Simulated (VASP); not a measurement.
# CdSn2O3 (P6/mmm) in VASP: notebook

CdSn2O3 is run at these levels: PBE; tasks: single point, relaxation of cell and atoms.

Everything below comes from runs of VASP 6.6.1. Logs are shortened: lines on timing, memory, paths and dates and some standing lists are left out, and cuts for length are marked.

## Step 1: The cell of the first run

It takes space group P6/mmm (No. 191, hexagonal). The conventional cell has a = 6.108 Å, b = 6.108 Å, c = 3.073 Å, α = 90.00°, β = 90.00°, γ = 120.00°. Within 4.0 Å of Cd (site symmetry 6/mmm) lie 6 O at 3.05 Å and 2 Cd at 3.07 Å and 12 Sn at 3.85 Å. Within 3.1 Å of Sn (site symmetry -6m2) lie 6 O at 2.34 Å and 2 Sn at 3.07 Å. Within 3.1 Å of O (site symmetry mmm) lie 4 Sn at 2.34 Å and 2 Cd at 3.05 Å and 6 O at 3.05 to 3.07 Å.

The cell was generated, and may not be a known phase.

## Step 2: Single point, PBE

Contents of INCAR:

```
PREC = Accurate ; ENCUT = 520
EDIFF = 1E-7 ; ISMEAR = 0
SIGMA = 0.1 ; LREAL = F
LASPH = T ; NELM = 80
ALGO = Normal ; ISIF = 2
LWAVE = F ; LCHARG = F
GGA = PE ; NBANDS = 38
```

Contents of KPOINTS:

```
Automatic mesh
0
Gamma
  3 3 6
```

Contents of POSCAR:

```
CdSn2O3
1.0
    6.1077999406      0.0000000000      0.0000000000
   -3.0538999703      5.2895099098      0.0000000000
    0.0000000000      0.0000000000      3.0727317149
Cd Sn O
1 2 3
Direct
    0.0000000000      0.0000000000      0.0000000000
    0.3333333333      0.6666666667      0.5000000000
    0.6666666667      0.3333333333      0.5000000000
    0.5000000000      0.0000000000      0.0000000000
    0.0000000000      0.5000000000      0.0000000000
    0.5000000000      0.5000000000      0.0000000000
```

Potentials or basis: VASP PAW PBE potentials, release 64 (Cd, Sn_d, O).

Run with:

```bash
$ cat potpaw_PBE.64/Cd/POTCAR potpaw_PBE.64/Sn_d/POTCAR potpaw_PBE.64/O/POTCAR > POTCAR
$ mpirun -np 1 vasp_std > vasp.out
```

OUTCAR:

```text
PREC = Accurate
   ENCUT = 520
   EDIFF = 1E-7
   ISMEAR = 0
   LREAL = F
   LASPH = T
   NELM = 80
   ISIF = 2
   GGA = PE

 ion  position               nearest neighbor table
   1  0.000  0.000  0.000-
   2  0.333  0.667  0.500-   5 2.34   5 2.34   4 2.34   4 2.34   6 2.34   6 2.34   3 3.53   3 3.53
                             3 3.53
   3  0.667  0.333  0.500-   5 2.34   5 2.34   4 2.34   4 2.34   6 2.34   6 2.34   2 3.53   2 3.53
                             2 3.53
   4  0.500  0.000  0.000-   2 2.34   3 2.34   2 2.34   3 2.34
   5  0.000  0.500  0.000-   2 2.34   3 2.34   2 2.34   3 2.34
   6  0.500  0.500  0.000-   2 2.34   3 2.34   2 2.34   3 2.34

  LATTYP: Found a hexagonal cell.
 ALAT       =     6.1077999406
 C/A-ratio  =     0.5030832288

  Lattice vectors:

 A1 = (   6.1077999406,   0.0000000000,   0.0000000000)
 A2 = (  -3.0538999703,   5.2895099098,   0.0000000000)
 A3 = (   0.0000000000,   0.0000000000,   3.0727317149)

Analysis of symmetry for initial positions (statically):
=====================================================================
 Subroutine PRICEL returns:
 Original cell was already a primitive cell.

 Routine SETGRP: Setting up the symmetry group for a
 hexagonal supercell.

 Subroutine GETGRP returns: Found 24 space group operations
 (whereof 24 operations were pure point group operations)
 out of a pool of 24 trial point group operations.

The static configuration has the point symmetry D_6h.

Analysis of symmetry for dynamics (positions and initial velocities):
=====================================================================
 Subroutine PRICEL returns:
 Original cell was already a primitive cell.

 Routine SETGRP: Setting up the symmetry group for a
 hexagonal supercell.

 Subroutine GETGRP returns: Found 24 space group operations
 (whereof 24 operations were pure point group operations)
 out of a pool of 24 trial point group operations.

The dynamic configuration has the point symmetry D_6h.

 Subroutine INISYM returns: Found 24 space group operations
 (whereof 24 operations are pure point group operations),
 and found     1 'primitive' translations

----------------------------------------------------------------------------------------

                                     Primitive cell

  volume of cell :      99.2716

  direct lattice vectors                    reciprocal lattice vectors
     6.107799941  0.000000000  0.000000000     0.163725074  0.094526716  0.000000000
    -3.053899970  5.289509910  0.000000000     0.000000000  0.189053432  0.000000000
[... 86 lines left out ...]
   ISIF   =      2    stress and relaxation
   ISYM   =      2    0-nonsym 1-usesym 2-fastsym
   POTIM  = 0.5000    time-step for ionic-motion
   TEBEG  =    0.0;   TEEND  =   0.0 temperature during run
   PSTRESS=    0.0 pullay stress
   NELECT =      58.0000    total number of electrons
   NUPDOWN=      -1.0000    fix difference up-down
   EMIN   =  10.00;   EMAX   =-10.00  energy-range for DOS
   EFERMI =   0.00;   METHOD = LEGACY
   ISMEAR =     0;   SIGMA  =   0.10  broadening in eV -4-tet -1-fermi 0-gaus
   EFERMI_NEDOS =   21; number of points for ismear=-14 and -15
   IALGO  =     38    algorithm
   IMIX   =      4    mixing-type and parameters
     AMIX     =   0.40;   BMIX     =  1.00
     AMIX_MAG =   1.60;   BMIX_MAG =  1.00
  volume/ion in A,a.u.               =      16.55       111.65
  Fermi-wavevector in a.u.,A,eV,Ry     =   1.368598  2.586275 25.484531  1.873060
  Thomas-Fermi vector in A             =   2.494548
   LORBIT       =      0    0 simple, 1 ext, 2 COOP (PROOUT), +10 PAW based schemes
   GGA     = PE    functional components
   LHFCALC =     F    Hartree Fock is set to
   AEXX    =    0.0000 exact exchange contribution
   IVDW    =     0    specifies the selected vdW correction
   LEPSILON=     F    determine dielectric tensor
   LRPA    =     F    only Hartree local field effects (RPA)
 non-spin polarized calculation
 Gauss-broadening in eV      SIGMA  =   0.10
  energy-cutoff  :      520.00
  volume of cell :       99.27
 maximum number of plane-waves:      2723
 NGX is ok and might be reduce to    48
   NGX = 23   NGY = 23   NGZ = 11

 number of electron      58.0000013 magnetization

 Free energy of the ion-electron system (eV)
  ---------------------------------------------------
  ext. energy  EPLUGINS =         0.00000000
  ---------------------------------------------------
  free energy    TOTEN  =       -28.02962362 eV

  energy without entropy =      -28.01685255  energy(sigma->0) =      -28.02323808

 E-fermi :   5.7942     XC(G=0): -10.5609

 val. band max:        5.7780689831   @ k =   0.3333   0.3333   0.3333
 cond. band min:       5.8140020676   @ k =   0.0000   0.0000   0.3333
 fundamental gap:      0.0359330845
 Fermi energy:         5.7941632865

 k-point     1 :       0.0000    0.0000    0.0000
  band No.  band energies     occupation
      1     -16.2792      2.00000
      2     -16.2285      2.00000
      3     -16.1770      2.00000
      4     -16.1770      2.00000
      5     -16.0418      2.00000
      6     -16.0418      2.00000
[... 481 lines left out ...]
     37      11.9600      0.00000
     38      12.2342      0.00000

------------------------ aborting loop because EDIFF is reached ----------------------------------------

  FORCE on cell =-STRESS in cart. coord.  units (eV):
  Direction    XX          YY          ZZ          XY          YZ          ZX
  --------------------------------------------------------------------------------------
  -------------------------------------------------------------------------------------
  Total        0.0501974      0.0501974      0.0515426      0.0000000      0.0000000      0.0000000
  in kB        0.8101533      0.8101533      0.8318632      0.0000000      0.0000000      0.0000000
  external PRESSURE =       0.8173899 kB  Pullay stress =       0.0000000 kB

 VOLUME and BASIS-vectors are now :
 -----------------------------------------------------------------------------
  energy-cutoff  :      520.00
  volume of cell :       99.27
      direct lattice vectors                 reciprocal lattice vectors
     6.107799941  0.000000000  0.000000000     0.163725074  0.094526716  0.000000000
    -3.053899970  5.289509910  0.000000000     0.000000000  0.189053432  0.000000000
     0.000000000  0.000000000  3.072731715     0.000000000  0.000000000  0.325443316

 POSITION                                       TOTAL-FORCE (eV/Angst)
 -----------------------------------------------------------------------------------
      0.00000      0.00000      0.00000        -0.000000      0.000000      0.000000
     -0.00000      3.52634      1.53637         0.000000      0.000000      0.000000
      3.05390      1.76317      1.53637        -0.000000     -0.000000     -0.000000
      3.05390      0.00000      0.00000         0.000000      0.000000      0.000000
     -1.52695      2.64475      0.00000         0.000000      0.000000      0.000000
      1.52695      2.64475      0.00000        -0.000000      0.000000      0.000000
 -----------------------------------------------------------------------------------
    total drift:                               -0.000000      0.000000     -0.000000

  FREE ENERGIE OF THE ION-ELECTRON SYSTEM (eV)
  ---------------------------------------------------
  free  energy   TOTEN  =       -28.0296236152 eV

  energy  without entropy=      -28.0168525469  energy(sigma->0) =      -28.02323808
```

It took 53 s on 1 thread of Oxide Virtual Turin-like, shared host; peak memory 0.21 GiB.

What came out:

```
Free energy            : -28.0296 eV
Pressure               : 0.1 GPa
Band gap on the k mesh : zero (bands 29 and 30 overlap by 1.38 eV)
```

Caveat: the k points lie up to 0.40 Å⁻¹ apart, too coarse for converged energies and pressures of a metal; spin-orbit coupling is left out, which moves the levels of the heavy elements.

## Step 3: Single point, PBE

This run uses another cell than the first one, of 16.71 Å³/atom.

Contents of INCAR:

```
SYSTEM = CdSn2O3
ALGO = Normal
EDIFF = 1E-7
ENCUT = 520
GGA = PE
ISIF = 2
ISMEAR = 0
LASPH = .True.
LCHARG = .False.
LREAL = .False.
LWAVE = .False.
NBANDS = 38
NELM = 60
PREC = Accurate
SIGMA = 0.1
```

Contents of KPOINTS:

```
k-points
0
Gamma
  6 6 4
  0 0 0
```

Edit POSCAR of step 2 so:

```diff
@@ -2,5 +2,5 @@
 1.0
-    6.1077999406      0.0000000000      0.0000000000
-   -3.0538999703      5.2895099098      0.0000000000
-    0.0000000000      0.0000000000      3.0727317149
+    6.1269432127      0.0000000000      0.0000000000
+   -3.0634716064      5.3060884697      0.0000000000
+    0.0000000000      0.0000000000      3.0842351050
 Cd Sn O
```

Potentials or basis: VASP PAW PBE potentials, release 64 (Cd, Sn_d, O).

Run with:

```bash
$ cat potpaw_PBE.64/Cd/POTCAR potpaw_PBE.64/Sn_d/POTCAR potpaw_PBE.64/O/POTCAR > POTCAR
$ mpirun -np 1 vasp_std > vasp.out
```

Run time: 2.2 min. Hardware: 1 thread of Oxide Virtual Turin-like, shared host; peak memory 0.23 GiB.

Results (log left out):

- Free energy: -27.7592 eV
- Pressure: 0.3 GPa
- Band gap on the k mesh: zero (bands 29 and 30 overlap by 1.38 eV)

Levels at points of the mesh, in eV from the Fermi level:
```
           k point  band 27  band 28  band 29  band 30  band 31  band 32
(0.00, 0.00, 0.00)    -2.90    -2.81    -2.59     1.91     1.91     2.21
(0.50, 0.00, 0.00)    -2.74    -2.00    -1.47     0.13     1.66     2.80
(0.00, 0.00, 0.50)    -2.84    -2.27     0.32     0.64     1.94     2.49
(0.50, 0.00, 0.50)    -2.46    -1.69     0.18     0.18     1.67     3.43
```

Caveat: the k points lie up to 0.51 Å⁻¹ apart, too coarse for converged energies and pressures of a metal; spin-orbit coupling is left out, which moves the levels of the heavy elements.

## Step 4: Single point, PBE

This run uses another cell than the first one, of 19.37 Å³/atom.

Contents of INCAR:

```
SYSTEM = CdSn2O3
ALGO = Normal ; EDIFF = 1E-7
ENCUT = 520 ; GGA = PE
ISIF = 2 ; ISMEAR = 0
LASPH = .True. ; LCHARG = .True.
LELF = .True. ; LREAL = .False.
LVHAR = .True. ; LWAVE = .False.
NBANDS = 38 ; NELM = 80
PREC = Accurate ; SIGMA = 0.1
```

KPOINTS is that of step 3.

Contents of POSCAR:

```
CdSn2O3
1.0
    4.7432904200      0.0000000000      0.0000000000
   -2.3716452100      4.1078100000      0.0000000000
    0.0000000000      0.0000000000      5.9657931700
Cd Sn O
1 2 3
Direct
    0.0000000000      0.0000000000      0.0000000000
    0.3333333300      0.6666666700      0.5000000000
    0.6666666700      0.3333333300      0.5000000000
    0.5000000000      0.0000000000      0.0000000000
    0.0000000000      0.5000000000      0.0000000000
    0.5000000000      0.5000000000      0.0000000000
```

Potentials or basis: VASP PAW PBE potentials, release 64 (Cd, Sn_d, O).

Run with:

```bash
$ cat potpaw_PBE.64/Cd/POTCAR potpaw_PBE.64/Sn_d/POTCAR potpaw_PBE.64/O/POTCAR > POTCAR
$ mpirun -np 1 vasp_std > vasp.out
```

OUTCAR:

```text
SYSTEM = CdSn2O3
   EDIFF = 1E-7
   ENCUT = 520
   GGA = PE
   ISIF = 2
   ISMEAR = 0
   LASPH = .True.
   LREAL = .False.
   NELM = 80
   PREC = Accurate

 ion  position               nearest neighbor table
   1  0.000  0.000  0.000-   5 2.37   6 2.37   5 2.37   6 2.37   4 2.37   4 2.37
   2  0.333  0.667  0.500-   3 2.74   3 2.74   3 2.74
   3  0.667  0.333  0.500-   2 2.74   2 2.74   2 2.74
   4  0.500  0.000  0.000-   1 2.37   1 2.37
   5  0.000  0.500  0.000-   1 2.37   1 2.37
   6  0.500  0.500  0.000-   1 2.37   1 2.37

  LATTYP: Found a hexagonal cell.
 ALAT       =     4.7432904200
 C/A-ratio  =     1.2577330591

  Lattice vectors:

 A1 = (   4.7432904200,   0.0000000000,   0.0000000000)
 A2 = (  -2.3716452100,   4.1078100000,   0.0000000000)
 A3 = (   0.0000000000,   0.0000000000,   5.9657931700)

Analysis of symmetry for initial positions (statically):
=====================================================================
 Subroutine PRICEL returns:
 Original cell was already a primitive cell.

 Routine SETGRP: Setting up the symmetry group for a
 hexagonal supercell.

 Subroutine GETGRP returns: Found 24 space group operations
 (whereof 24 operations were pure point group operations)
 out of a pool of 24 trial point group operations.

The static configuration has the point symmetry D_6h.

Analysis of symmetry for dynamics (positions and initial velocities):
=====================================================================
 Subroutine PRICEL returns:
 Original cell was already a primitive cell.

 Routine SETGRP: Setting up the symmetry group for a
 hexagonal supercell.

 Subroutine GETGRP returns: Found 24 space group operations
 (whereof 24 operations were pure point group operations)
 out of a pool of 24 trial point group operations.

The dynamic configuration has the point symmetry D_6h.
[... 122 lines left out ...]
     AMIX     =   0.40;   BMIX     =  1.00
     AMIX_MAG =   1.60;   BMIX_MAG =  1.00
  volume/ion in A,a.u.               =      19.37       130.74
  Fermi-wavevector in a.u.,A,eV,Ry     =   1.298468  2.453750 22.939700  1.686020
  Thomas-Fermi vector in A             =   2.429795
   LORBIT       =      0    0 simple, 1 ext, 2 COOP (PROOUT), +10 PAW based schemes
   GGA     = PE    functional components
   LHFCALC =     F    Hartree Fock is set to
   AEXX    =    0.0000 exact exchange contribution
   IVDW    =     0    specifies the selected vdW correction
   LEPSILON=     F    determine dielectric tensor
   LRPA    =     F    only Hartree local field effects (RPA)
 non-spin polarized calculation
 Gauss-broadening in eV      SIGMA  =   0.10
  energy-cutoff  :      520.00
  volume of cell :      116.24
 maximum number of plane-waves:      3148
 NGX is ok and might be reduce to    36
   NGX = 17   NGY = 17   NGZ = 23

 number of electron      57.9999994 magnetization

 Free energy of the ion-electron system (eV)
  ---------------------------------------------------
  ext. energy  EPLUGINS =         0.00000000
  ---------------------------------------------------
  free energy    TOTEN  =       -20.70310259 eV

  energy without entropy =      -20.68560841  energy(sigma->0) =      -20.69435550

 E-fermi :   3.8686     XC(G=0):  -9.8364

 val. band max:        3.8504622028   @ k =   0.5000  -0.0000   0.2500
 cond. band min:       3.8856271220   @ k =   0.3333  -0.0000   0.5000
 fundamental gap:      0.0351649193
 Fermi energy:         3.8686315118

 k-point     1 :       0.0000    0.0000    0.0000
  band No.  band energies     occupation
      1     -18.4451      2.00000
      2     -18.3311      2.00000
      3     -18.3311      2.00000
      4     -18.3250      2.00000
      5     -18.3250      2.00000
      6     -18.1209      2.00000
[... 850 lines left out ...]
     37      12.3025      0.00000
     38      12.4374      0.00000

------------------------ aborting loop because EDIFF is reached ----------------------------------------

  FORCE on cell =-STRESS in cart. coord.  units (eV):
  Direction    XX          YY          ZZ          XY          YZ          ZX
  --------------------------------------------------------------------------------------
  -------------------------------------------------------------------------------------
  Total        1.5541185      1.5541185     -9.0000346     -0.0000000      0.0000000     -0.0000000
  in kB       21.4208382     21.4208382   -124.0499253     -0.0000000      0.0000000     -0.0000000
  external PRESSURE =     -27.0694163 kB  Pullay stress =       0.0000000 kB

 VOLUME and BASIS-vectors are now :
 -----------------------------------------------------------------------------
  energy-cutoff  :      520.00
  volume of cell :      116.24
      direct lattice vectors                 reciprocal lattice vectors
     4.743290420  0.000000000  0.000000000     0.210824114  0.121719359  0.000000000
    -2.371645210  4.107810000  0.000000000     0.000000000  0.243438718  0.000000000
     0.000000000  0.000000000  5.965793170     0.000000000  0.000000000  0.167622305

 POSITION                                       TOTAL-FORCE (eV/Angst)
 -----------------------------------------------------------------------------------
      0.00000      0.00000      0.00000         0.000000      0.000000      0.000000
     -0.00000      2.73854      2.98290         0.000000      0.000000      0.000000
      2.37165      1.36927      2.98290        -0.000000     -0.000000      0.000000
      2.37165      0.00000      0.00000         0.000000      0.000000      0.000000
     -1.18582      2.05390      0.00000         0.000000      0.000000      0.000000
      1.18582      2.05390      0.00000         0.000000      0.000000      0.000000
 -----------------------------------------------------------------------------------
    total drift:                                0.000000      0.000000      0.000000

  FREE ENERGIE OF THE ION-ELECTRON SYSTEM (eV)
  ---------------------------------------------------
  free  energy   TOTEN  =       -20.7031025891 eV

  energy  without entropy=      -20.6856084138  energy(sigma->0) =      -20.69435550
```

Wall time 1.7 min (1 thread of Oxide Virtual Turin-like, shared host); peak memory 0.25 GiB.

What came out:

```
Free energy            : -20.7031 eV
Pressure               : -2.7 GPa
Band gap on the k mesh : zero (bands 29 and 30 overlap by 0.43 eV)
```

Caveat: the stress differs along the axes, from -12 to 2 GPa; semilocal functionals underestimate gaps, and a narrow one can read as zero; spin-orbit coupling is left out, which moves the levels of the heavy elements.

## Step 5: Single point, PBE

This run uses another cell than the first one, of 16.43 Å³/atom.

Contents of INCAR:

```
ALGO = Normal
EDIFF = 1E-6
ENCUT = 520
GGA = PE
ISIF = 2
ISMEAR = 0
LASPH = True
LCHARG = False
LREAL = False
LWAVE = False
NBANDS = 38
NELM = 100
PREC = Accurate
SIGMA = 0.1
```

Contents of KPOINTS:

```
k-points
0
Gamma
  6 6 12
```

Contents of POSCAR:

```
CdSn2O3
1.0
    6.0858645390      0.0000000000      0.0000000000
   -3.0429322695      5.2705132947      0.0000000000
    0.0000000000      0.0000000000      3.0732689643
Cd Sn O
1 2 3
Direct
    0.0000000000      0.0000000000      0.0000000000
    0.3333333333      0.6666666667      0.5000000000
    0.6666666667      0.3333333333      0.5000000000
    0.5000000000      0.0000000000      0.0000000000
    0.0000000000      0.5000000000      0.0000000000
    0.5000000000      0.5000000000      0.0000000000
```

Run with:

```bash
$ cat potpaw_PBE.64/Cd/POTCAR potpaw_PBE.64/Sn_d/POTCAR potpaw_PBE.64/O/POTCAR > POTCAR
$ mpirun -np 1 vasp_std > vasp.out
```

It took 2.3 min on 1 thread of Oxide Virtual Turin-like, shared host; peak memory 0.29 GiB.

Results (log left out):

| Property | Result |
| --- | --- |
| Free energy | -27.9535 eV |
| Pressure | 0.1 GPa |
| Band gap on the k mesh | zero (bands 29 and 30 overlap by 1.68 eV) |

Stress tensor (GPa, compression positive):
```
0.05 0.00 0.00
0.00 0.05 0.00
0.00 0.00 0.19
```

Levels at points of the mesh, in eV from the Fermi level:
| k point | band 25 | band 26 | band 27 | band 28 | band 29 | band 30 | band 31 | band 32 | band 33 | band 34 |
| --- | --- | --- | --- | --- | --- | --- | --- | --- | --- | --- |
| (0.00, 0.00, 0.00) | -3.32 | -3.02 | -3.02 | -2.66 | -2.54 | 1.93 | 1.93 | 2.22 | 3.49 | 3.49 |
| (0.50, 0.00, 0.00) | -3.39 | -3.02 | -2.81 | -2.04 | -1.29 | 0.14 | 1.72 | 3.01 | 4.99 | 5.53 |
| (0.00, 0.00, 0.50) | -3.87 | -2.95 | -2.95 | -2.34 | 0.57 | 0.90 | 2.04 | 2.56 | 2.56 | 2.63 |
| (0.50, 0.00, 0.50) | -3.47 | -3.29 | -2.54 | -1.71 | 0.17 | 0.42 | 2.02 | 3.46 | 4.05 | 4.09 |

Caveat: spin-orbit coupling is left out, which moves the levels of the heavy elements.

[end of part 1 of 2]

The gap in the log of VASP goes by the Fermi energy; the results here count the filled bands.